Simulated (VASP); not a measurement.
# BaTe in VASP: notebook

BaTe is run at these levels: r2SCAN; tasks: single point, relaxation of cell and atoms.

Everything below comes from runs of VASP 6.6.1. Logs are shortened: lines on timing, memory, paths and dates and some standing lists are left out, and cuts for length are marked.

## 1. The cell of the first run

The structure is tetragonal, space group I4/mmm (No. 139). The conventional cell has a = 5.044 Å, b = 5.044 Å, c = 7.020 Å, α = 90.00°, β = 90.00°, γ = 90.00°. Within 4.6 Å of Ba (site symmetry 4/mmm) lie 6 Te at 3.51 to 3.57 Å. Te (site symmetry 4/mmm) has 6 Ba at 3.51 to 3.57 Å within 4.6 Å.

## 2. Single point, r2SCAN (in-plane strain +0.01)

POSCAR

```
BaTe
1.0
    3.5665274766      3.5665274766      0.0000000000
   -3.5665274766      3.5665274766      0.0000000000
    0.0000000000      3.5665274766      3.5100280314
Ba Te
1 1
Direct
    0.0000000000      0.0000000000      0.0000000000
    0.5000000000      0.5000000000      0.0000000000
```

INCAR.step1

```
PREC = Accurate
ENCUT = 520
ISMEAR = 0
SIGMA = 0.01
LREAL = False
LASPH = True
NELM = 80
NBANDS = 15
GGA = PE
ALGO = Normal
EDIFF = 1E-4
LWAVE = True
LCHARG = False
```

INCAR.step2

```
PREC = Accurate
ENCUT = 520
EDIFF = 1E-7
ISMEAR = 0
SIGMA = 0.01
LREAL = False
LASPH = True
NELM = 80
ALGO = Normal
ISIF = 2
LWAVE = False
LCHARG = False
METAGGA = R2SCAN
LMIXTAU = True
NBANDS = 15
ISTART = 1
```

KPOINTS

```
regular mesh
0
Gamma
  6 6 6
```

Potentials or basis: VASP PAW PBE potentials, release 64 (Ba_sv, Te).

Command:

```sh
> cat potpaw_PBE.64/Ba_sv/POTCAR potpaw_PBE.64/Te/POTCAR > POTCAR
> cp INCAR.step1 INCAR
> mpirun -np 1 vasp_std > vasp.out
> cp INCAR.step2 INCAR
> mpirun -np 1 vasp_std > vasp.out
```

OUTCAR:

```text
PREC = Accurate
   ENCUT = 520
   EDIFF = 1E-7
   ISMEAR = 0
   LREAL = False
   LASPH = True
   NELM = 80
   ISIF = 2
   METAGGA = R2SCAN
   ISTART = 1

 ion  position               nearest neighbor table
   1  0.000  0.000  0.000-   2 3.51   2 3.51   2 3.57   2 3.57   2 3.57   2 3.57
   2  0.500  0.500  0.000-   1 3.51   1 3.51   1 3.57   1 3.57   1 3.57   1 3.57

  LATTYP: Found a body centered tetragonal cell.
 ALAT       =     5.0438315280
 C/A-ratio  =     1.3918101792

  Lattice vectors:

 A1 = (   3.5665274766,   0.0000000000,  -3.5100280314)
 A2 = (  -3.5665274766,   0.0000000000,  -3.5100280314)
 A3 = (   0.0000000000,   3.5665274766,   3.5100280314)

Analysis of symmetry for initial positions (statically):
=====================================================================
 Subroutine PRICEL returns:
 Original cell was already a primitive cell.

 Routine SETGRP: Setting up the symmetry group for a
 body centered tetragonal supercell.

 Subroutine GETGRP returns: Found 16 space group operations
 (whereof 16 operations were pure point group operations)
 out of a pool of 16 trial point group operations.

The static configuration has the point symmetry D_4h.

Analysis of symmetry for dynamics (positions and initial velocities):
=====================================================================
 Subroutine PRICEL returns:
 Original cell was already a primitive cell.

 Routine SETGRP: Setting up the symmetry group for a
 body centered tetragonal supercell.

 Subroutine GETGRP returns: Found 16 space group operations
 (whereof 16 operations were pure point group operations)
 out of a pool of 16 trial point group operations.

The dynamic configuration has the point symmetry D_4h.

 Subroutine INISYM returns: Found 16 space group operations
 (whereof 16 operations are pure point group operations),
 and found     1 'primitive' translations

----------------------------------------------------------------------------------------

                                     Primitive cell

  volume of cell :      89.2959

  direct lattice vectors                    reciprocal lattice vectors
     3.566527477  3.566527477  0.000000000     0.140192387  0.140192387 -0.142449005
    -3.566527477  3.566527477  0.000000000    -0.140192387  0.140192387 -0.142449005
     0.000000000  3.566527477  3.510028031     0.000000000  0.000000000  0.284898010

  length of vectors
     5.043831528  5.043831528  5.004039870     0.244130149  0.244130149  0.284898010

  position of ions in fractional coordinates (direct lattice)
     0.000000000  0.000000000  0.000000000
     0.500000000  0.500000000  0.000000000

  ion indices of the primitive-cell ions
   primitive index   ion index
                 1           1
                 2           2

----------------------------------------------------------------------------------------

 KPOINTS: regular mesh

Automatic generation of k-mesh.
 Grid dimensions read from file:
 generate k-points for:    6    6    6

 Generating k-lattice:

  Cartesian coordinates                     Fractional coordinates (reciprocal lattice)
     0.023365398  0.023365398 -0.023741501     0.166666667  0.000000000  0.000000000
    -0.023365398  0.023365398 -0.023741501     0.000000000  0.166666667  0.000000000
     0.000000000  0.000000000  0.047483002     0.000000000  0.000000000  0.166666667

  Length of vectors
     0.040688358  0.040688358  0.047483002

  Shift w.r.t. Gamma in fractional coordinates (k-lattice)
     0.000000000  0.000000000  0.000000000

 Subroutine IBZKPT returns following result:
 ===========================================

 Found     30 irreducible k-points:

 Following reciprocal coordinates:
            Coordinates               Weight
  0.000000  0.000000  0.000000      1.000000
  0.166667  0.000000  0.000000      8.000000
  0.333333  0.000000  0.000000      8.000000
  0.500000  0.000000  0.000000      4.000000
  0.166667  0.166667  0.000000      8.000000
  0.333333  0.166667  0.000000     16.000000
[... 16 lines left out ...]
 -0.333333 -0.333333  0.166667      4.000000
 -0.166667 -0.333333  0.166667     16.000000
 [... further k-points ...]
   k-points           NKPTS =     30   k-points in BZ     NKDIM =     30   number of bands    NBANDS=     15
   number of dos      NEDOS =    301   number of ions     NIONS =      2
   total plane-waves  NPLWV =  64000
   dimension x,y,z NGX =    40 NGY =   40 NGZ =   40
   dimension x,y,z NGXF=    80 NGYF=   80 NGZF=   80
   ions per type =               1   1
   NGX,Y,Z   is equivalent  to a cutoff of  13.18, 13.18, 13.29 a.u.
   NGXF,Y,Z  is equivalent  to a cutoff of  26.37, 26.37, 26.58 a.u.
 SYSTEM =  unknown system
   PREC   = accura    normal or accurate (medium, high low for compatibility)
   ISTART =      1    job   : 0-new  1-cont  2-samecut
   ICHARG =      0    charge: 1-file 2-atom 10-const
   ISPIN  =      1    spin polarized calculation?
   LNONCOLLINEAR =      F non collinear calculations
   LSORBIT =      F    spin-orbit coupling
   LASPH  =      T    aspherical Exc in radial PAW
   ENCUT  =  520.0 eV  38.22 Ry    6.18 a.u.   9.38  9.38  9.30*2*pi/ulx,y,z
   NELM   =     80;   NELMIN=  2; NELMDL=  0     # of ELM steps
   EDIFF  = 0.1E-06   stopping-criterion for ELM
   LREAL  =      F    real-space projection
   EDIFFG = 0.1E-05   stopping-criterion for IOM
   NSW    =      0    number of steps for IOM
   IBRION =     -1    ionic relax: 0-MD 1-quasi-New 2-CG
   NFREE  =      0    steps in history (QN), initial steepest desc. (CG)
   ISIF   =      2    stress and relaxation
   ISYM   =      2    0-nonsym 1-usesym 2-fastsym
   POTIM  = 0.5000    time-step for ionic-motion
   TEBEG  =    0.0;   TEEND  =   0.0 temperature during run
   PSTRESS=    0.0 pullay stress
   NELECT =      16.0000    total number of electrons
   NUPDOWN=      -1.0000    fix difference up-down
   EMIN   =  10.00;   EMAX   =-10.00  energy-range for DOS
   EFERMI =   0.00;   METHOD = LEGACY
   ISMEAR =     0;   SIGMA  =   0.01  broadening in eV -4-tet -1-fermi 0-gaus
   EFERMI_NEDOS =   21; number of points for ismear=-14 and -15
   IALGO  =     38    algorithm
   IMIX   =      4    mixing-type and parameters
     AMIX     =   0.40;   BMIX     =  1.00
     AMIX_MAG =   1.60;   BMIX_MAG =  1.00
  volume/ion in A,a.u.               =      44.65       301.30
  Fermi-wavevector in a.u.,A,eV,Ry     =   0.922935  1.744093 11.589555  0.851808
  Thomas-Fermi vector in A             =   2.048516
   LORBIT       =      0    0 simple, 1 ext, 2 COOP (PROOUT), +10 PAW based schemes
   METAGGA = R2SCAN    functional components
   LHFCALC =     F    Hartree Fock is set to
   AEXX    =    0.0000 exact exchange contribution
   IVDW    =     0    specifies the selected vdW correction
   LEPSILON=     F    determine dielectric tensor
   LRPA    =     F    only Hartree local field effects (RPA)
 non-spin polarized calculation
 Gauss-broadening in eV      SIGMA  =   0.01
  energy-cutoff  :      520.00
  volume of cell :       89.30
 maximum number of plane-waves:      2425
 NGX is ok and might be reduce to    40
   NGX = 19   NGY = 19   NGZ = 19

 number of electron      16.0000000 magnetization

 Free energy of the ion-electron system (eV)
  ---------------------------------------------------
  ext. energy  EPLUGINS =         0.00000000
  ---------------------------------------------------
  free energy    TOTEN  =       -56.02608296 eV

  energy without entropy =      -56.02608296  energy(sigma->0) =      -56.02608296

 E-fermi :   1.9802     XC(G=0):  -8.4599

 val. band max:        1.8402501477   @ k =   0.0000   0.0000   0.0000
 cond. band min:       3.7688477507   @ k =   0.0000   0.0000   0.5000
 fundamental gap:      1.9285976030
 Fermi energy:         1.9801654522

 k-point     1 :       0.0000    0.0000    0.0000
  band No.  band energies     occupation
      1     -26.1051      2.00000
      2     -10.8241      2.00000
      3     -10.8241      2.00000
      4     -10.8233      2.00000
      5      -7.9108      2.00000
      6       1.8029      2.00000
      7       1.8029      2.00000
      8       1.8403      2.00000
      9       5.1471      0.00000
     10       5.1471      0.00000
     11       5.2122      0.00000
     12       5.2428      0.00000
     13       5.7925      0.00000
     14       5.8770      0.00000
     15       9.2997      0.00000

 k-point     2 :       0.1667    0.0000    0.0000
  band No.  band energies     occupation
      1     -26.1023      2.00000
      2     -10.9248      2.00000
      3     -10.8273      2.00000
      4     -10.8250      2.00000
      5      -7.7387      2.00000
      6       1.0861      2.00000
      7       1.4705      2.00000
      8       1.4847      2.00000
      9       5.2254      0.00000
     10       5.4898      0.00000
     11       5.5389      0.00000
     12       6.2061      0.00000
     13       6.5012      0.00000
     14       6.6238      0.00000
     15      10.1057      0.00000

 k-point     3 :       0.3333    0.0000    0.0000
  band No.  band energies     occupation
      1     -26.0967      2.00000
      2     -11.1030      2.00000
      3     -10.8336      2.00000
      4     -10.8278      2.00000
      5      -7.4071      2.00000
      6       0.0992      2.00000
      7       0.9744      2.00000
      8       0.9757      2.00000
      9       5.6414      0.00000
     10       6.3678      0.00000
     11       6.3786      0.00000
     12       7.5313      0.00000
     13       8.0874      0.00000
     14       8.2299      0.00000
     15      10.3458      0.00000
[... 343 lines left out ...]
 k-point    23 :      -0.3333   -0.3333    0.1667
  band No.  band energies     occupation
      1     -26.0904      2.00000
      2     -10.9747      2.00000
      3     -10.9309      2.00000
      4     -10.9231      2.00000
      5      -7.5825      2.00000
      6       0.7469      2.00000
      7       0.8129      2.00000
      8       1.1243      2.00000
      9       4.7559      0.00000
     10       6.7180      0.00000
     11       7.0525      0.00000
     12       7.5600      0.00000
     13       7.9785      0.00000
     14       8.6648      0.00000
     15      10.3276      0.00000

 k-point    24 :      -0.1667   -0.3333    0.1667
  band No.  band energies     occupation
      1     -26.0911      2.00000
      2     -11.0497      2.00000
      3     -10.9205      2.00000
      4     -10.8774      2.00000
      5      -7.4655      2.00000
      6       0.3337      2.00000
      7       0.8673      2.00000
      8       0.9254      2.00000
      9       5.7822      0.00000
     10       5.9028      0.00000
     11       7.5956      0.00000
     12       7.6412      0.00000
     13       7.7843      0.00000
     14       9.4451      0.00000
     15      10.2603      0.00000

 [... further k-points ...]

------------------------ aborting loop because EDIFF is reached ----------------------------------------

  FORCE on cell =-STRESS in cart. coord.  units (eV):
  Direction    XX          YY          ZZ          XY          YZ          ZX
  --------------------------------------------------------------------------------------
  -------------------------------------------------------------------------------------
  Total       -0.2358389     -0.2358389      0.3373030      0.0000000     -0.0000000      0.0000000
  in kB       -4.2314988     -4.2314988      6.0520025      0.0000000     -0.0000000      0.0000000
  external PRESSURE =      -0.8036650 kB  Pullay stress =       0.0000000 kB

 VOLUME and BASIS-vectors are now :
 -----------------------------------------------------------------------------
  energy-cutoff  :      520.00
  volume of cell :       89.30
      direct lattice vectors                 reciprocal lattice vectors
     3.566527477  3.566527477  0.000000000     0.140192387  0.140192387 -0.142449005
    -3.566527477  3.566527477  0.000000000    -0.140192387  0.140192387 -0.142449005
     0.000000000  3.566527477  3.510028031     0.000000000  0.000000000  0.284898010

 POSITION                                       TOTAL-FORCE (eV/Angst)
 -----------------------------------------------------------------------------------
      0.00000      0.00000      0.00000         0.000000     -0.000000      0.000000
      0.00000      3.56653      0.00000        -0.000000      0.000000      0.000000
 -----------------------------------------------------------------------------------
    total drift:                                0.000000     -0.000000     -0.000000

  FREE ENERGIE OF THE ION-ELECTRON SYSTEM (eV)
  ---------------------------------------------------
  free  energy   TOTEN  =       -56.0260829636 eV

  energy  without entropy=      -56.0260829636  energy(sigma->0) =      -56.02608296
```

It took 2.4 min on 1 thread of AMD EPYC 9R45 (Zen 5), shared host; peak memory 0.24 GiB.

Results:

```yaml
Free_energy: -56.0261 eV
Pressure: -0.1 GPa
Band_gap_on_the_k_mesh: 1.93 eV (least direct gap 2.32 eV)
```

Stress tensor (GPa, compression positive):
```
-0.42  0.00  0.00
 0.00 -0.42  0.00
 0.00  0.00  0.61
```

Caveat: the cell differs from its parent crystal (in-plane strain +0.01); the PAW data sets were made with another functional, which shifts forces and pressure a little; spin-orbit coupling is left out, which moves the levels of the heavy elements. A k mesh can miss the band edges.

## 3. Single point, r2SCAN (film at in-plane strain +0.01)

Edit POSCAR of step 2 so:

```diff
@@ -4,3 +4,3 @@
    -3.5665274766      3.5665274766      0.0000000000
-    0.0000000000      3.5665274766      3.5100280314
+    0.0000000000      3.5665274766      3.5201284886
 Ba Te
```

INCAR.step1

```
SYSTEM = BaTe
PREC = Accurate
ENCUT = 520
ISMEAR = 0
SIGMA = 0.01
LREAL = .False.
LASPH = .True.
NELM = 80
NBANDS = 15
GGA = PE
ALGO = Normal
EDIFF = 1E-4
LWAVE = .True.
LCHARG = .False.
```

INCAR.step2

```
SYSTEM = BaTe
PREC = Accurate
ENCUT = 520
EDIFF = 1E-6
ISMEAR = 0
SIGMA = 0.01
LREAL = .False.
LASPH = .True.
NELM = 80
ALGO = Normal
ISIF = 2
LWAVE = .False.
LCHARG = .True.
METAGGA = R2SCAN
LMIXTAU = .True.
LELF = .True.
LVHAR = .True.
NBANDS = 15
ISTART = 1
```

KPOINTS

```
regular mesh
0
Gamma
  6 6 6
  0 0 0
```

Potentials or basis: VASP PAW PBE potentials, release 64 (Ba_sv, Te).

Command:

```sh
> cat potpaw_PBE.64/Ba_sv/POTCAR potpaw_PBE.64/Te/POTCAR > POTCAR
> cp INCAR.step1 INCAR
> mpirun -np 1 vasp_std > vasp.out
> cp INCAR.step2 INCAR
> mpirun -np 1 vasp_std > vasp.out
```

OUTCAR:

```text
SYSTEM = BaTe
   PREC = Accurate
   ENCUT = 520
   EDIFF = 1E-6
   ISMEAR = 0
   LREAL = .False.
   LASPH = .True.
   NELM = 80
   ISIF = 2
   METAGGA = R2SCAN
   ISTART = 1

 ion  position               nearest neighbor table
   1  0.000  0.000  0.000-   2 3.52   2 3.52   2 3.57   2 3.57   2 3.57   2 3.57
   2  0.500  0.500  0.000-   1 3.52   1 3.52   1 3.57   1 3.57   1 3.57   1 3.57

  LATTYP: Found a body centered tetragonal cell.
 ALAT       =     5.0438315280
 C/A-ratio  =     1.3958152524

  Lattice vectors:

 A1 = (   3.5665274766,   0.0000000000,  -3.5201284886)
 A2 = (  -3.5665274766,   0.0000000000,  -3.5201284886)
 A3 = (   0.0000000000,   3.5665274766,   3.5201284886)

Analysis of symmetry for initial positions (statically):
=====================================================================
 Subroutine PRICEL returns:
 Original cell was already a primitive cell.

 Routine SETGRP: Setting up the symmetry group for a
 body centered tetragonal supercell.

 Subroutine GETGRP returns: Found 16 space group operations
 (whereof 16 operations were pure point group operations)
 out of a pool of 16 trial point group operations.

[... 178 lines left out ...]
      7       1.7879      2.00000
      8       1.8179      2.00000
      9       5.1366      0.00000
     10       5.1366      0.00000
     11       5.1886      0.00000
     12       5.2148      0.00000
     13       5.7797      0.00000
     14       5.8457      0.00000
[... 401 lines left out ...]
      2     -11.0715      2.00000
      3     -10.9440      2.00000
      4     -10.9017      2.00000
      5      -7.4794      2.00000
      6       0.3194      2.00000
      7       0.8527      2.00000
      8       0.9081      2.00000
      9       5.7683      0.00000
     10       5.8884      0.00000
     11       7.5690      0.00000
     12       7.6080      0.00000
     13       7.7466      0.00000
     14       9.4171      0.00000
     15      10.2384      0.00000

 [... further k-points ...]

------------------------ aborting loop because EDIFF is reached ----------------------------------------

  FORCE on cell =-STRESS in cart. coord.  units (eV):
  Direction    XX          YY          ZZ          XY          YZ          ZX
  --------------------------------------------------------------------------------------
  -------------------------------------------------------------------------------------
  Total       -0.2507166     -0.2507166      0.2109938      0.0000000     -0.0000000      0.0000000
  in kB       -4.4855322     -4.4855322      3.7748584      0.0000000     -0.0000000      0.0000000
  external PRESSURE =      -1.7320686 kB  Pullay stress =       0.0000000 kB

 VOLUME and BASIS-vectors are now :
 -----------------------------------------------------------------------------
  energy-cutoff  :      520.00
  volume of cell :       89.55
      direct lattice vectors                 reciprocal lattice vectors
     3.566527477  3.566527477  0.000000000     0.140192387  0.140192387 -0.142040270
    -3.566527477  3.566527477  0.000000000    -0.140192387  0.140192387 -0.142040270
     0.000000000  3.566527477  3.520128489     0.000000000  0.000000000  0.284080539

 POSITION                                       TOTAL-FORCE (eV/Angst)
 -----------------------------------------------------------------------------------
      0.00000      0.00000      0.00000        -0.000000      0.000000      0.000000
      0.00000      3.56653      0.00000         0.000000     -0.000000      0.000000
 -----------------------------------------------------------------------------------
    total drift:                                0.000000     -0.000000     -0.000000

  FREE ENERGIE OF THE ION-ELECTRON SYSTEM (eV)
  ---------------------------------------------------
  free  energy   TOTEN  =       -56.0268708656 eV

  energy  without entropy=      -56.0268708656  energy(sigma->0) =      -56.02687087
```

OSZICAR.step1:

```text
N       E                     dE             d eps       ncg     rms          rms(c)
DAV:   1     0.897844556454E+02    0.89784E+02   -0.63597E+03   900   0.889E+02
DAV:   2    -0.283852015529E+01   -0.92623E+02   -0.85460E+02  1210   0.156E+02
DAV:   3    -0.854764231602E+01   -0.57091E+01   -0.56672E+01  1225   0.426E+01
DAV:   4    -0.873449542099E+01   -0.18685E+00   -0.18678E+00  1187   0.724E+00
DAV:   5    -0.873785080945E+01   -0.33554E-02   -0.33552E-02  1290   0.820E-01    0.352E+00
DAV:   6    -0.861656312033E+01    0.12129E+00   -0.14074E-01  1117   0.184E+00    0.231E+00
DAV:   7    -0.861899936476E+01   -0.24362E-02   -0.11341E-01  1104   0.185E+00    0.838E-01
DAV:   8    -0.862645634564E+01   -0.74570E-02   -0.15800E-02   991   0.837E-01    0.198E-01
DAV:   9    -0.862682733815E+01   -0.37099E-03   -0.92344E-04  1243   0.189E-01    0.683E-02
DAV:  10    -0.862706740605E+01   -0.24007E-03   -0.43742E-04   956   0.139E-01    0.242E-02
DAV:  11    -0.862708017894E+01   -0.12773E-04   -0.36970E-05   793   0.367E-02
   1 F= -.86270802E+01 E0= -.86270802E+01  d E =-.816858E-45
```

Wall time 2.3 min (1 thread of AMD EPYC 9R45 (Zen 5), shared host); peak memory 0.24 GiB.

Results:

* Free energy: -56.0269 eV
* Pressure: -0.2 GPa
* Band gap on the k mesh: 1.94 eV (least direct gap 2.33 eV)

Caveat: the cell differs from its parent crystal (film at in-plane strain +0.01); the PAW data sets were made with another functional, which shifts forces and pressure a little; spin-orbit coupling is left out, which moves the levels of the heavy elements.

(Continued in part 2 of 2.)
